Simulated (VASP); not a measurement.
# CdF2 in VASP: a series of runs

The runs below take CdF2 through single point, relaxation of cell and atoms, with PBE.

Program: VASP 6.6.1. These are calculated values, not measurements. Logs are shortened: lines on timing, memory, paths and dates and some standing lists are left out, and cuts for length are marked.

## (1) The cell of the first run

The typed cell holds 6 atoms: a = 3.861 Å, b = 3.867 Å, c = 7.735 Å, α = 119.62°, β = 60.34°, γ = 119.66°.

## (2) Single point, PBE

File INCAR:

```
SYSTEM = CdF2
PREC = Accurate
ENCUT = 520
EDIFF = 1E-7
ISMEAR = 0
SIGMA = 0.1
LREAL = .FALSE.
LASPH = .TRUE.
NELM = 60
ALGO = Normal
ISIF = 2
LWAVE = .FALSE.
LCHARG = .FALSE.
GGA = PE
NBANDS = 35
```

File KPOINTS:

```
Automatic mesh
0
G
  4 4 2
  0 0 0
```

File POSCAR:

```
CdF2
1.0
   -0.8428208415      0.8493731244      3.6708012901
    3.6356968156     -0.8915488340     -0.9717498293
   -1.7643660159      7.2780028517      1.9364374352
Cd F
2 4
Direct
   -0.0000013058     -0.1666615159     -0.0833301277
    0.0000002579     -0.1666637714      0.4166677728
    0.2500541499      0.5830462231      0.0418012914
    0.2500451999      0.5830548763      0.5418153048
    0.7499510773      0.0836117847      0.2915224520
    0.7499506206      0.0836124032      0.7915233068
```

Potentials or basis: VASP PAW PBE potentials, release 64 (Cd, F).

On the command line:

```console
> cat potpaw_PBE.64/Cd/POTCAR potpaw_PBE.64/F/POTCAR > POTCAR
> mpirun -np 1 vasp_std > vasp.out
```

OUTCAR:

```text
SYSTEM = CdF2
   PREC = Accurate
   ENCUT = 520
   EDIFF = 1E-7
   ISMEAR = 0
   LREAL = .FALSE.
   LASPH = .TRUE.
   NELM = 60
   ISIF = 2
   GGA = PE

 ion  position               nearest neighbor table
   1  1.000  0.833  0.917-   3 2.36   6 2.36   3 2.37   6 2.37   3 2.38   6 2.38   5 2.38   4 2.38

   2  0.000  0.833  0.417-   5 2.36   4 2.36   5 2.37   4 2.37   4 2.38   5 2.38   6 2.38   3 2.38

   3  0.250  0.583  0.042-   1 2.36   1 2.37   1 2.38   2 2.38
   4  0.250  0.583  0.542-   2 2.36   2 2.37   2 2.38   1 2.38
   5  0.750  0.084  0.292-   2 2.36   2 2.37   2 2.38   1 2.38
   6  0.750  0.084  0.792-   1 2.36   1 2.37   1 2.38   2 2.38

  LATTYP: Found a triclinic cell.
 ALAT       =     3.8674860555
 B/A-ratio  =     1.0043151371
 C/A-ratio  =     1.7412245859
 COS(alpha) =     0.0016370017
 COS(beta)  =     0.2903102287
 COS(gamma) =     0.5038512389

  Lattice vectors:

 A1 = (  -3.6356968156,   0.8915488340,   0.9717498293)
 A2 = (  -2.7928759741,   0.0421757096,  -2.6990514608)
 A3 = (  -2.7141516412,  -5.5370808933,   2.7061136842)

Analysis of symmetry for initial positions (statically):
=====================================================================
 Subroutine PRICEL returns:
 Original cell was already a primitive cell.

 Routine SETGRP: Setting up the symmetry group for a
 triclinic supercell.

 Subroutine GETGRP returns: Found  1 space group operations
 (whereof  1 operations were pure point group operations)
 out of a pool of  2 trial point group operations.

The static configuration has the point symmetry C_1 .

Analysis of symmetry for dynamics (positions and initial velocities):
=====================================================================
 Subroutine PRICEL returns:
 Original cell was already a primitive cell.

 Routine SETGRP: Setting up the symmetry group for a
 triclinic supercell.

 Subroutine GETGRP returns: Found  1 space group operations
 (whereof  1 operations were pure point group operations)
 out of a pool of  2 trial point group operations.

The dynamic configuration has the point symmetry C_1 .

 Subroutine INISYM returns: Found  1 space group operations
 (whereof  1 operations are pure point group operations),
 and found     1 'primitive' translations

----------------------------------------------------------------------------------------

                                     Primitive cell

  volume of cell :      82.3281

  direct lattice vectors                    reciprocal lattice vectors
    -0.842820842  0.849373124  3.670801290     0.064934897 -0.064689629  0.302297517
     3.635696816 -0.891548834 -0.971749829     0.304529452  0.058844607  0.056304530
    -1.764366016  7.278002852  1.936437435     0.029726413  0.152158291 -0.028382120

  length of vectors
     3.860901940  3.867486055  7.735121388     0.315887762  0.315231780  0.157611388

  position of ions in fractional coordinates (direct lattice)
     0.999998694  0.833338484  0.916669872
     0.000000258  0.833336229  0.416667773
     0.250054150  0.583046223  0.041801291
     0.250045200  0.583054876  0.541815305
     0.749951077  0.083611785  0.291522452
     0.749950621  0.083612403  0.791523307

  ion indices of the primitive-cell ions
   primitive index   ion index
                 1           1
                 2           2
                 3           3
                 4           4
                 5           5
                 6           6

----------------------------------------------------------------------------------------

 KPOINTS: Automatic mesh

Automatic generation of k-mesh.
 Grid dimensions read from file:
 generate k-points for:    4    4    2

 Generating k-lattice:

  Cartesian coordinates                     Fractional coordinates (reciprocal lattice)
     0.016233724 -0.016172407  0.075574379     0.250000000  0.000000000  0.000000000
     0.076132363  0.014711152  0.014076132    -0.000000000  0.250000000 -0.000000000
     0.014863207  0.076079145 -0.014191060     0.000000000  0.000000000  0.500000000

  Length of vectors
     0.078971940  0.078807945  0.078805694

  Shift w.r.t. Gamma in fractional coordinates (k-lattice)
     0.000000000  0.000000000  0.000000000

 -----------------------------------------------------------------------------
|                                                                             |
|           W    W    AA    RRRRR   N    N  II  N    N   GGGG   !!!           |
|           W    W   A  A   R    R  NN   N  II  NN   N  G    G  !!!           |
|           W    W  A    A  R    R  N N  N  II  N N  N  G       !!!           |
|           W WW W  AAAAAA  RRRRR   N  N N  II  N  N N  G  GGG   !            |
|           WW  WW  A    A  R   R   N   NN  II  N   NN  G    G                |
|           W    W  A    A  R    R  N    N  II  N    N   GGGG   !!!           |
|                                                                             |
|     Your reciprocal lattice and k-lattice belong to different lattice       |
|     classes:                                                                |
|                                                                             |
|        The reciprocal lattice is triclinic,                                 |
|        whereas your k-lattice is base-centered monoclinic.                  |
|                                                                             |
|     Results are often still useful ...                                      |
|                                                                             |
 -----------------------------------------------------------------------------

 Subroutine IBZKPT returns following result:
 ===========================================

 Found     20 irreducible k-points:

 Following reciprocal coordinates:
            Coordinates               Weight
  0.000000  0.000000  0.000000      1.000000
  0.250000 -0.000000  0.000000      2.000000
  0.500000 -0.000000  0.000000      1.000000
 -0.000000  0.250000 -0.000000      2.000000
  0.250000  0.250000 -0.000000      2.000000
  0.500000  0.250000  0.000000      2.000000
[... 12 lines left out ...]
  0.250000  0.500000  0.500000      2.000000
  0.500000  0.500000  0.500000      1.000000
   k-points           NKPTS =     20   k-points in BZ     NKDIM =     20   number of bands    NBANDS=     35
   number of dos      NEDOS =    301   number of ions     NIONS =      6
   total plane-waves  NPLWV =  54000
   dimension x,y,z NGX =    30 NGY =   30 NGZ =   60
   dimension x,y,z NGXF=    60 NGYF=   60 NGZF=  120
   ions per type =               2   4
   NGX,Y,Z   is equivalent  to a cutoff of  12.92, 12.90, 12.90 a.u.
   NGXF,Y,Z  is equivalent  to a cutoff of  25.84, 25.79, 25.79 a.u.
 SYSTEM =  CdF2
   PREC   = accura    normal or accurate (medium, high low for compatibility)
   ISTART =      0    job   : 0-new  1-cont  2-samecut
   ICHARG =      2    charge: 1-file 2-atom 10-const
   ISPIN  =      1    spin polarized calculation?
   LNONCOLLINEAR =      F non collinear calculations
   LSORBIT =      F    spin-orbit coupling
   LASPH  =      T    aspherical Exc in radial PAW
   ENCUT  =  520.0 eV  38.22 Ry    6.18 a.u.   7.18  7.19 14.38*2*pi/ulx,y,z
   NELM   =     60;   NELMIN=  2; NELMDL= -5     # of ELM steps
   EDIFF  = 0.1E-06   stopping-criterion for ELM
   LREAL  =      F    real-space projection
   EDIFFG = 0.1E-05   stopping-criterion for IOM
   NSW    =      0    number of steps for IOM
   IBRION =     -1    ionic relax: 0-MD 1-quasi-New 2-CG
   NFREE  =      0    steps in history (QN), initial steepest desc. (CG)
   ISIF   =      2    stress and relaxation
   ISYM   =      2    0-nonsym 1-usesym 2-fastsym
   POTIM  = 0.5000    time-step for ionic-motion
   TEBEG  =    0.0;   TEEND  =   0.0 temperature during run
   PSTRESS=    0.0 pullay stress
   NELECT =      52.0000    total number of electrons
   NUPDOWN=      -1.0000    fix difference up-down
   EMIN   =  10.00;   EMAX   =-10.00  energy-range for DOS
   EFERMI =   0.00;   METHOD = LEGACY
   ISMEAR =     0;   SIGMA  =   0.10  broadening in eV -4-tet -1-fermi 0-gaus
   EFERMI_NEDOS =   21; number of points for ismear=-14 and -15
   IALGO  =     38    algorithm
   IMIX   =      4    mixing-type and parameters
     AMIX     =   0.40;   BMIX     =  1.00
     AMIX_MAG =   1.60;   BMIX_MAG =  1.00
  volume/ion in A,a.u.               =      13.72        92.60
  Fermi-wavevector in a.u.,A,eV,Ry     =   1.404623  2.654353 26.843837  1.972966
  Thomas-Fermi vector in A             =   2.527166
   LORBIT       =      0    0 simple, 1 ext, 2 COOP (PROOUT), +10 PAW based schemes
   GGA     = PE    functional components
   LHFCALC =     F    Hartree Fock is set to
   AEXX    =    0.0000 exact exchange contribution
   IVDW    =     0    specifies the selected vdW correction
   LEPSILON=     F    determine dielectric tensor
   LRPA    =     F    only Hartree local field effects (RPA)
 non-spin polarized calculation
 Gauss-broadening in eV      SIGMA  =   0.10
  energy-cutoff  :      520.00
  volume of cell :       82.33
 maximum number of plane-waves:      2230
 NGX is ok and might be reduce to    30

 number of electron      51.9999990 magnetization

 Free energy of the ion-electron system (eV)
  ---------------------------------------------------
  ext. energy  EPLUGINS =         0.00000000
  ---------------------------------------------------
  free energy    TOTEN  =       -21.80830145 eV

  energy without entropy =      -21.80830145  energy(sigma->0) =      -21.80830145

 E-fermi :  -1.1549     XC(G=0): -10.1354

 val. band max:       -1.6817182823   @ k =   0.5000   0.2500   0.5000
 cond. band min:       1.2042388782   @ k =   0.0000   0.0000   0.0000
 fundamental gap:      2.8859571605
 Fermi energy:        -1.1548625570

 k-point     1 :       0.0000    0.0000    0.0000
  band No.  band energies     occupation
      1     -22.2160      2.00000
      2     -21.7402      2.00000
      3     -21.6805      2.00000
      4     -21.2466      2.00000
      5      -7.1684      2.00000
      6      -7.1624      2.00000
[... 27 lines left out ...]
     34      12.4272      0.00000
     35      15.4885      0.00000
[... 691 lines left out ...]
      5      -6.7406      2.00000
      6      -6.7405      2.00000
[... 27 lines left out ...]
     34      12.1711      0.00000
     35      12.8470      0.00000

------------------------ aborting loop because EDIFF is reached ----------------------------------------

  FORCE on cell =-STRESS in cart. coord.  units (eV):
  Direction    XX          YY          ZZ          XY          YZ          ZX
  --------------------------------------------------------------------------------------
  -------------------------------------------------------------------------------------
  Total        0.2680223      0.2679330      0.3185834     -0.0518660      0.0532490     -0.0527782
  in kB        5.2159468      5.2142091      6.1999095     -1.0093574      1.0362727     -1.0271096
  external PRESSURE =       5.5433551 kB  Pullay stress =       0.0000000 kB

 VOLUME and BASIS-vectors are now :
 -----------------------------------------------------------------------------
  energy-cutoff  :      520.00
  volume of cell :       82.33
      direct lattice vectors                 reciprocal lattice vectors
    -0.842820842  0.849373124  3.670801290     0.064934897 -0.064689629  0.302297517
     3.635696816 -0.891548834 -0.971749829     0.304529452  0.058844607  0.056304530
    -1.764366016  7.278002852  1.936437435     0.029726413  0.152158291 -0.028382120

 POSITION                                       TOTAL-FORCE (eV/Angst)
 -----------------------------------------------------------------------------------
      0.56961      6.77794      4.63607        -0.000097     -0.000201      0.000034
      2.29460      2.28955     -0.00294        -0.000045      0.000054     -0.000012
      1.83528     -0.00319      0.43227        -0.001797      0.002203      0.001198
      0.95311      3.63589      1.40047        -0.001901      0.001617      0.001298
     -0.84244      2.68415      3.23619         0.001928     -0.001783     -0.001267
     -1.72462      6.32315      4.20440         0.001912     -0.001890     -0.001251
 -----------------------------------------------------------------------------------
    total drift:                               -0.000001     -0.000001     -0.000000

  FREE ENERGIE OF THE ION-ELECTRON SYSTEM (eV)
  ---------------------------------------------------
  free  energy   TOTEN  =       -21.8083014467 eV

  energy  without entropy=      -21.8083014467  energy(sigma->0) =      -21.80830145
```

It took 36 s on 1 thread of Intel Xeon 6975P-C (Granite Rapids), shared host; peak memory 0.24 GiB.

What came out:

| Quantity | Value |
| --- | --- |
| Free energy | -21.8083 eV |
| Pressure | 0.6 GPa |
| Largest force | 0.003 eV/Å |
| Band gap on the k mesh | 2.89 eV |

Forces in eV/Å, atoms in the order of the input:
```
Cd   0.000  0.000  0.000
Cd   0.000  0.000  0.000
F   -0.002  0.002  0.001
F   -0.002  0.002  0.001
F    0.002 -0.002 -0.001
F    0.002 -0.002 -0.001
```

Stress tensor (GPa, compression positive):
```
 0.52 -0.10 -0.10
-0.10  0.52  0.10
-0.10  0.10  0.62
```

Levels at points of the mesh, in eV from the valence-band top:
```csv
k point,band 23,band 24,band 25,band 26,band 27,band 28,band 29,band 30
"(0.00, 0.00, 0.00)",-0.56,-0.54,-0.42,-0.42,2.89,6.77,8.97,12.38
"(0.50, 0.00, 0.00)",-0.42,-0.41,-0.09,-0.08,6.78,7.58,8.98,9.37
"(0.00, 0.50, 0.00)",-0.42,-0.41,-0.09,-0.07,6.77,7.58,8.97,9.37
"(0.50, 0.50, 0.00)",-0.44,-0.41,-0.09,-0.08,6.82,7.58,9.02,9.37
"(0.00, 0.00, 0.50)",-0.48,-0.48,-0.47,-0.47,4.69,4.69,10.56,10.56
"(0.50, 0.00, 0.50)",-0.38,-0.38,-0.24,-0.24,7.00,7.00,9.75,9.75
"(0.00, 0.50, 0.50)",-0.38,-0.38,-0.24,-0.24,7.00,7.00,9.74,9.74
"(0.50, 0.50, 0.50)",-0.38,-0.38,-0.25,-0.25,7.02,7.02,9.77,9.77
```

Caveat: the k points lie up to 0.50 Å⁻¹ apart. A k mesh can miss the band edges.

## (3) Relaxation of cell and atoms, PBE

This run uses another cell than the first one: it holds 3 atoms, not 6.

File INCAR:

```
SYSTEM = CdF2
ALGO = Normal
EDIFF = 1E-7
EDIFFG = -0.01
ENCUT = 600
GGA = PE
IBRION = 2
ISIF = 3
ISMEAR = 0
LASPH = .TRUE.
LCHARG = .FALSE.
LREAL = .FALSE.
LWAVE = .FALSE.
NELM = 60
NSW = 100
PREC = Accurate
SIGMA = 0.02
```

File KPOINTS:

```
k-points
0
G
  8 8 8
  0 0 0
```

File POSCAR:

```
CdF2
1.0
    0.0000000000      2.7405401653      2.7405401653
    2.7405401653      0.0000000000      2.7405401653
    2.7405401653      2.7405401653      0.0000000000
Cd F
1 2
Direct
    0.5000000000      0.5000000000      0.5000000000
    0.2500000000      0.2500000000      0.2500000000
    0.7500000000      0.7500000000      0.7500000000
```

Potentials or basis: VASP PAW PBE potentials, release 64 (Cd, F).

On the command line:

```console
> cat potpaw_PBE.64/Cd/POTCAR potpaw_PBE.64/F/POTCAR > POTCAR
> mpirun -np 1 vasp_std > vasp.out
```

OUTCAR:

```text
SYSTEM = CdF2
   EDIFF = 1E-7
   EDIFFG = -0.01
   ENCUT = 600
   GGA = PE
   IBRION = 2
   ISIF = 3
   ISMEAR = 0
   LASPH = .TRUE.
   LREAL = .FALSE.
   NELM = 60
   NSW = 100
   PREC = Accurate

 ion  position               nearest neighbor table
   1  0.500  0.500  0.500-   2 2.37   2 2.37   2 2.37   2 2.37   3 2.37   3 2.37   3 2.37   3 2.37

   2  0.250  0.250  0.250-   1 2.37   1 2.37   1 2.37   1 2.37
   3  0.750  0.750  0.750-   1 2.37   1 2.37   1 2.37   1 2.37

[... 724 lines left out ...]
  FORCE on cell =-STRESS in cart. coord.  units (eV):
  Direction    XX          YY          ZZ          XY          YZ          ZX
  --------------------------------------------------------------------------------------
  -------------------------------------------------------------------------------------
  Total       -0.0172609     -0.0172609     -0.0172609      0.0000000      0.0000000      0.0000000
  in kB       -0.6686566     -0.6686566     -0.6686566      0.0000000      0.0000000      0.0000000
  external PRESSURE =      -0.6686566 kB  Pullay stress =       0.0000000 kB

 VOLUME and BASIS-vectors are now :
 -----------------------------------------------------------------------------
  energy-cutoff  :      600.00
  volume of cell :       41.36
      direct lattice vectors                 reciprocal lattice vectors
     0.000000000  2.744818835  2.744818835    -0.182161385  0.182161385  0.182161385
     2.744818835  0.000000000  2.744818835     0.182161385 -0.182161385  0.182161385
     2.744818835  2.744818835 -0.000000000     0.182161385  0.182161385 -0.182161385

 POSITION                                       TOTAL-FORCE (eV/Angst)
 -----------------------------------------------------------------------------------
      2.74482      2.74482      2.74482        -0.000000     -0.000000     -0.000000
      1.37241      1.37241      1.37241         0.000000      0.000000      0.000000
      4.11723      4.11723      4.11723        -0.000000     -0.000000     -0.000000
 -----------------------------------------------------------------------------------
    total drift:                               -0.000000     -0.000000      0.000000

  FREE ENERGIE OF THE ION-ELECTRON SYSTEM (eV)
  ---------------------------------------------------
  free  energy   TOTEN  =       -10.9086763152 eV

  energy  without entropy=      -10.9086763152  energy(sigma->0) =      -10.90867632

 reached required accuracy - stopping structural energy minimisation
```

OSZICAR:

```text
N       E                     dE             d eps       ncg     rms          rms(c)
DAV:   1     0.222804873886E+03    0.22280E+03   -0.16973E+04   994   0.173E+03
DAV:   2    -0.214110549912E+01   -0.22495E+03   -0.21905E+03  1158   0.402E+02
DAV:   3    -0.126282640750E+02   -0.10487E+02   -0.10464E+02  1070   0.970E+01
[... 18 lines left out ...]
DAV:   5    -0.109086780768E+02    0.20055E-04   -0.30312E-05  1035   0.669E-02    0.111E-02
DAV:   6    -0.109086765544E+02    0.15224E-05   -0.62095E-06  1214   0.458E-02    0.211E-03
DAV:   7    -0.109086764406E+02    0.11390E-06   -0.59550E-07  1033   0.837E-03    0.133E-03
DAV:   8    -0.109086762968E+02    0.14372E-06   -0.96882E-08   763   0.514E-03    0.221E-04
DAV:   9    -0.109086763152E+02   -0.18330E-07   -0.36903E-09   496   0.625E-04
   2 F= -.10908676E+02 E0= -.10908676E+02  d E =-.184979E-03
```

It took 24 s on 1 thread of Intel Xeon 6975P-C (Granite Rapids), shared host; peak memory 0.18 GiB.

What came out:

* Free energy: -10.9087 eV
* Relaxed volume: 13.79 Å³/atom
* Relaxed cell: a = 3.882 Å, b = 3.882 Å, c = 3.882 Å, α = 60.00°, β = 60.00°, γ = 60.00°
* Space group after relaxing (to 0.1 Å): Fm-3m (No. 225)
* Energy gained by relaxing: 0.1 meV/atom
* Ionic steps: 2
* Pressure after relaxing: -0.1 GPa
* Band gap on the k mesh: 2.87 eV (least direct gap 3.43 eV)

Step by step:
```csv
step,energy change (eV),largest force (eV/Å),pressure (GPa),volume (Å³)
1,0.0000,0.0000,0.38,41.17
2,-0.0002,0.0000,-0.07,41.36
```

Final structure:
```
CELL_PARAMETERS angstrom
0.00000 2.74482 2.74482
2.74482 0.00000 2.74482
2.74482 2.74482 0.00000
ATOMIC_POSITIONS crystal
Cd 0.50000 0.50000 0.50000
F 0.25000 0.25000 0.25000
F 0.75000 0.75000 0.75000
```

Levels at points of the mesh, in eV from the valence-band top:
```csv
k point,band 10,band 11,band 12,band 13,band 14,band 15,band 16,band 17
"(0.00, 0.00, 0.00)",-0.84,-0.56,-0.56,-0.56,2.87,12.43,12.43,12.43
"(0.50, 0.00, 0.00)",-1.64,-1.64,-0.43,-0.43,6.75,8.97,14.01,14.01
"(0.50, 0.50, 0.00)",-2.67,-0.40,-0.08,-0.08,7.55,9.35,11.80,13.78
```
